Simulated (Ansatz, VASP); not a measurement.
## NaH: VASP beside Ansatz

```
Na H
1.0
     2.97729    0.00000    0.00000
     0.00000    2.93296    0.00000
     0.00000    0.00000    2.95512
Na H
1 1
Cartesian
  0.0000 0.0000 0.0000
  1.4886 1.4665 1.4776
```

Change from the starting cell: strain +0.0075 x Voigt [1, -1, 0, 0, 0, 0], atoms carried along.

Alike in both runs: task single point; functional PBE; k mesh 10 × 10 × 10; occupations gaussian, width 0.05 eV; no spin polarisation.

|  | VASP | Ansatz |
| --- | --- | --- |
| version | VASP 6.6.1 | Ansatz 0.2.0 |
| potentials or method | VASP PAW PBE potentials, release 64 (Na_pv, H), cutoff 520 eV | scalar-relativistic, plane waves, PAW |
| valence electrons in the cell | 8 | 10 |

|  | VASP | Ansatz | Ansatz less VASP |
| --- | --- | --- | --- |
| gap on the k mesh at the Fermi level (eV) | 0.96 | 0.96 | +0.002 |
| least direct gap on the mesh (eV) | 4.41 | 4.41 | +0.005 |
| pressure (GPa) | 0.2 | 0.2 | +0.07 |
| traceless stress, the component that is largest in VASP (GPa) | 0.85 | 0.85 | -0.001 |

VASP's potentials hold 8 valence electrons a cell and Ansatz's 10, so a difference there can come from the potentials and not from the codes.
